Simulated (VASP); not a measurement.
# Si (Fddd) in VASP: a series of runs, part 3 of 3

VASP 6.6.1. The steps go on from the part before.

## Step 6: Single point, LDA

INCAR

```
PREC = Accurate
ENCUT = 520
EDIFF = 1E-6
ISMEAR = 0
SIGMA = 0.05
LREAL = F
LASPH = T
NELM = 60
ALGO = Normal
ISIF = 2
LWAVE = F
LCHARG = T
LELF = T
LVHAR = T
NBANDS = 11
```

KPOINTS

```
Automatic mesh
0
Gamma
  12 12 12
```

POSCAR

```
Si
1.0
    0.0000000000      2.7750709118      2.7007989409
    2.6265269700      0.0000000000      2.7007989409
    2.6265269700      2.7750709118      0.0000000000
Si
2
Direct
    0.5000000000      0.5000000000      0.5000000000
    0.7500000000      0.7500000000      0.7500000000
```

Potentials or basis: VASP PAW LDA potentials, release 64 (Si).

Command:

```console
cat potpaw_LDA.64/Si/POTCAR > POTCAR
mpirun -np 1 vasp_std > vasp.out
```

OUTCAR:

```text
PREC = Accurate
   ENCUT = 520
   EDIFF = 1E-6
   ISMEAR = 0
   LREAL = F
   LASPH = T
   NELM = 60
   ISIF = 2

 ion  position               nearest neighbor table
   1  0.500  0.500  0.500-   2 2.34   2 2.34   2 2.34   2 2.34
   2  0.750  0.750  0.750-   1 2.34   1 2.34   1 2.34   1 2.34

  LATTYP: Found a face centered orthorhombic cell.
 ALAT       =     5.2530539400
 B/A-ratio  =     1.0282776350
 C/A-ratio  =     1.0565552699

  Lattice vectors:

 A1 = (   0.0000000000,   2.7750709118,  -2.7007989409)
 A2 = (   2.6265269700,   2.7750709118,   0.0000000000)
 A3 = (   2.6265269700,   0.0000000000,  -2.7007989409)

Analysis of symmetry for initial positions (statically):
=====================================================================
 Subroutine PRICEL returns:
 Original cell was already a primitive cell.

 Routine SETGRP: Setting up the symmetry group for a
 face centered orthorhombic supercell.

 Subroutine GETGRP returns: Found  8 space group operations
 (whereof  4 operations were pure point group operations)
 out of a pool of  8 trial point group operations.

The static configuration has the point symmetry D_2 .
 The point group associated with its full space group is D_2h.

Analysis of symmetry for dynamics (positions and initial velocities):
=====================================================================
 Subroutine PRICEL returns:
 Original cell was already a primitive cell.

 Routine SETGRP: Setting up the symmetry group for a
 face centered orthorhombic supercell.

 Subroutine GETGRP returns: Found  8 space group operations
 (whereof  4 operations were pure point group operations)
 out of a pool of  8 trial point group operations.

The dynamic configuration has the point symmetry D_2 .
 The point group associated with its full space group is D_2h.

 Subroutine INISYM returns: Found  8 space group operations
[... 117 lines left out ...]
     AMIX_MAG =   1.60;   BMIX_MAG =  1.00
  volume/ion in A,a.u.               =      19.69       132.84
  Fermi-wavevector in a.u.,A,eV,Ry     =   0.962451  1.818769 12.603247  0.926312
  Thomas-Fermi vector in A             =   2.091911
   LORBIT       =      0    0 simple, 1 ext, 2 COOP (PROOUT), +10 PAW based schemes
   GGA     = CA    functional components
   LHFCALC =     F    Hartree Fock is set to
   AEXX    =    0.0000 exact exchange contribution
   IVDW    =     0    specifies the selected vdW correction
   LEPSILON=     F    determine dielectric tensor
   LRPA    =     F    only Hartree local field effects (RPA)
 non-spin polarized calculation
 Gauss-broadening in eV      SIGMA  =   0.05
  energy-cutoff  :      520.00
  volume of cell :       39.37
 maximum number of plane-waves:      1080
 NGX is ok and might be reduce to    30
   NGX = 15   NGY = 13   NGZ = 15

 number of electron       8.0000000 magnetization

 Free energy of the ion-electron system (eV)
  ---------------------------------------------------
  ext. energy  EPLUGINS =         0.00000000
  ---------------------------------------------------
  free energy    TOTEN  =       -11.90180928 eV

  energy without entropy =      -11.90176474  energy(sigma->0) =      -11.90178701

 E-fermi :   6.1240     XC(G=0):  -9.6714

 val. band max:        5.9601776361   @ k =  -0.0833  -0.0000   0.0833
 cond. band min:       6.1358779149   @ k =   0.0000   0.0000   0.0000
 fundamental gap:      0.1757002788
 Fermi energy:         6.1239868858

 k-point     1 :       0.0000    0.0000    0.0000
  band No.  band energies     occupation
      1      -6.1270      2.00000
      2       5.7480      2.00000
      3       5.9588      2.00000
      4       6.1359      0.73662
      5       8.3891      0.00000
      6       8.4913      0.00000
      7       8.5841      0.00000
      8       9.3182      0.00000
      9      13.2396      0.00000
     10      13.6989      0.00000
     11      14.1058      0.00000
[... 309 lines left out ...]
 k-point    24 :      -0.4167    0.1667    0.0000
  band No.  band energies     occupation
      1      -3.4660      2.00000
      2      -0.9021      2.00000
      3       2.8872      2.00000
      4       4.3368      2.00000
      5       8.0259      0.00000
      6       9.7914      0.00000
      7      10.5350      0.00000
      8      13.8954      0.00000
      9      14.1469      0.00000
     10      15.0148      0.00000
     11      17.0993      0.00000

 [... further k-points ...]
[... 5 lines left out ...]
  --------------------------------------------------------------------------------------
  -------------------------------------------------------------------------------------
  Total        0.6319094     -0.6621193      0.0752105      0.0000000      0.0000000      0.0000000
  in kB       25.7150405    -26.9444051      3.0606317      0.0000000      0.0000000      0.0000000
  external PRESSURE =       0.6104224 kB  Pullay stress =       0.0000000 kB

 VOLUME and BASIS-vectors are now :
 -----------------------------------------------------------------------------
  energy-cutoff  :      520.00
  volume of cell :       39.37
      direct lattice vectors                 reciprocal lattice vectors
     0.000000000  2.775070912  2.700798941    -0.190365454  0.180175576  0.185130404
     2.626526970  0.000000000  2.700798941     0.190365454 -0.180175576  0.185130404
     2.626526970  2.775070912  0.000000000     0.190365454  0.180175576 -0.185130404

 POSITION                                       TOTAL-FORCE (eV/Angst)
 -----------------------------------------------------------------------------------
      2.62653      2.77507      2.70080        -0.000000     -0.000000      0.000000
      3.93979      4.16261      4.05120         0.000000      0.000000      0.000000
 -----------------------------------------------------------------------------------
    total drift:                               -0.000000     -0.000000     -0.000000

  FREE ENERGIE OF THE ION-ELECTRON SYSTEM (eV)
  ---------------------------------------------------
  free  energy   TOTEN  =       -11.9018092767 eV

  energy  without entropy=      -11.9017647412  energy(sigma->0) =      -11.90178701
```

OSZICAR:

```text
N       E                     dE             d eps       ncg     rms          rms(c)
DAV:   1     0.775293618636E+01    0.77529E+01   -0.33189E+03  6160   0.589E+02
DAV:   2    -0.115798338616E+02   -0.19333E+02   -0.18486E+02  8225   0.874E+01
DAV:   3    -0.121683216193E+02   -0.58849E+00   -0.58712E+00  7945   0.137E+01
DAV:   4    -0.121729958767E+02   -0.46743E-02   -0.46736E-02  7428   0.155E+00
DAV:   5    -0.121730453589E+02   -0.49482E-04   -0.49482E-04  7896   0.147E-01    0.511E+00
DAV:   6    -0.119859135663E+02    0.18713E+00   -0.10939E-01  7049   0.131E+00    0.306E+00
DAV:   7    -0.119016752291E+02    0.84238E-01   -0.19252E-01  7091   0.179E+00    0.244E-01
DAV:   8    -0.119018390116E+02   -0.16378E-03   -0.82123E-03  7045   0.494E-01    0.841E-02
DAV:   9    -0.119018042487E+02    0.34763E-04   -0.24338E-04  7588   0.821E-02    0.640E-02
DAV:  10    -0.119018094384E+02   -0.51897E-05   -0.17653E-05  7245   0.247E-02    0.294E-02
DAV:  11    -0.119018092767E+02    0.16174E-06   -0.99828E-07  4844   0.539E-03
   1 F= -.11901809E+02 E0= -.11901787E+02  d E =-.445355E-04
```

Wall time 99 s (1 thread of Intel Xeon Platinum 8259CL at 2.50GHz (Skylake/Cascade Lake), shared host); peak memory 0.2 GiB.

What came out:

| Quantity | Value |
| --- | --- |
| Free energy | -11.9018 eV |
| Pressure | 0.1 GPa |

Levels at points of the mesh, in eV from the Fermi level:
| k point | band 2 | band 3 | band 4 | band 5 | band 6 | band 7 |
| --- | --- | --- | --- | --- | --- | --- |
| (0.00, 0.00, 0.00) | -0.38 | -0.17 | 0.01 | 2.27 | 2.37 | 2.46 |
| (0.50, 0.00, 0.00) | -7.25 | -1.62 | -1.16 | 1.23 | 2.97 | 3.35 |
| (0.50, 0.50, 0.00) | -8.04 | -3.06 | -3.06 | 0.40 | 0.40 | 9.55 |
| (0.50, 0.00, 0.50) | -8.21 | -2.86 | -2.86 | 0.62 | 0.62 | 9.84 |
| (0.00, 0.50, 0.50) | -7.88 | -3.28 | -3.28 | 0.18 | 0.18 | 9.78 |

Caveat: the cell differs from its parent crystal (strain +e along x and -e along y -0.0275, strain +e along z and -e/2 along x and y +0.0000).

## Step 7: Single point, LDA

INCAR

```
SYSTEM = Si
PREC = Accurate
ENCUT = 520
EDIFF = 1E-6
ISMEAR = 0
SIGMA = 0.05
LREAL = .False.
LASPH = .True.
NELM = 80
ALGO = Normal
ISIF = 2
LWAVE = .False.
LCHARG = .False.
GGA = CA
NBANDS = 11
```

KPOINTS

```
Automatic mesh
0
Gamma
  12 12 12
  0 0 0
```

POSCAR

```
Si
1.0
    0.0000000000      2.7514389210      2.7480629224
    2.6028949793      0.0000000000      2.7480629224
    2.6028949793      2.7514389210      0.0000000000
Si
2
Direct
    0.5000000000      0.5000000000      0.5000000000
    0.7500000000      0.7500000000      0.7500000000
```

Command:

```console
cat potpaw_LDA.64/Si/POTCAR > POTCAR
mpirun -np 1 vasp_std > vasp.out
```

Run time: 98 s. Hardware: 1 thread of Intel Xeon Platinum 8259CL at 2.50GHz (Skylake/Cascade Lake), shared host; peak memory 0.2 GiB.

The run converged. Its results:

* Free energy: -11.8976 eV
* Pressure: 0.1 GPa
* Band gap on the k mesh: zero (band 4 reaches 6.19 eV, above the bottom of band 5 at 6.06 eV)

Stress tensor (GPa, compression positive):
```
 3.21  0.00  0.00
 0.00 -1.59  0.00
 0.00  0.00 -1.45
```

Levels at points of the mesh, in eV from the Fermi level:
```csv
k point,band 1,band 2,band 3,band 4,band 5,band 6,band 7,band 8,band 9
"(0.00, 0.00, 0.00)",-12.19,-0.24,-0.23,0.13,2.30,2.50,2.50,3.26,7.13
"(0.50, 0.00, 0.00)",-9.80,-7.18,-1.57,-1.07,1.28,2.96,3.50,7.46,10.09
"(0.50, 0.50, 0.00)",-8.09,-8.09,-2.86,-2.86,0.61,0.61,9.63,9.63,11.18
"(0.50, 0.00, 0.50)",-8.09,-8.09,-2.86,-2.86,0.62,0.62,9.64,9.64,11.17
"(0.00, 0.50, 0.50)",-7.76,-7.76,-3.28,-3.28,0.17,0.17,9.94,9.94,10.97
```

Caveat: the cell differs from its parent crystal (strain +e along x and -e along y -0.0275, strain +e along z and -e/2 along x and y +0.0175).

## Step 8: Overview

```tsv
cell	gap on the mesh (eV)	pressure (GPa)
a = 3.939, b = 3.612, c = 3.932 Å, angles 62.8, 54.6, 62.6°, 2 atoms	none	0.0
a = 3.995, b = 3.685, c = 3.799 Å, angles 64.5, 56.4, 59.1°, 2 atoms	none	-0.2
a = 3.923, b = 3.823, c = 3.721 Å, angles 62.7, 59.9, 57.4°, 2 atoms	none	0.0
a = 3.906, b = 3.803, c = 3.754 Å, angles 62.2, 59.5, 58.3°, 2 atoms	none	0.0
a = 3.872, b = 3.767, c = 3.821 Å, angles 61.4, 58.6, 60.0°, 2 atoms	-	0.1
a = 3.889, b = 3.785, c = 3.788 Å, angles 61.8, 59.1, 59.1°, 2 atoms	none	0.1
```

Alike in all rows: task single point; level LDA; potentials or basis VASP PAW LDA potentials, release 64 (Si); no spin polarisation; k mesh 12 × 12 × 12; cutoff (eV) 520; smearing gaussian 0.05 eV.

Absolute energies hang on the potentials; compare differences alone.
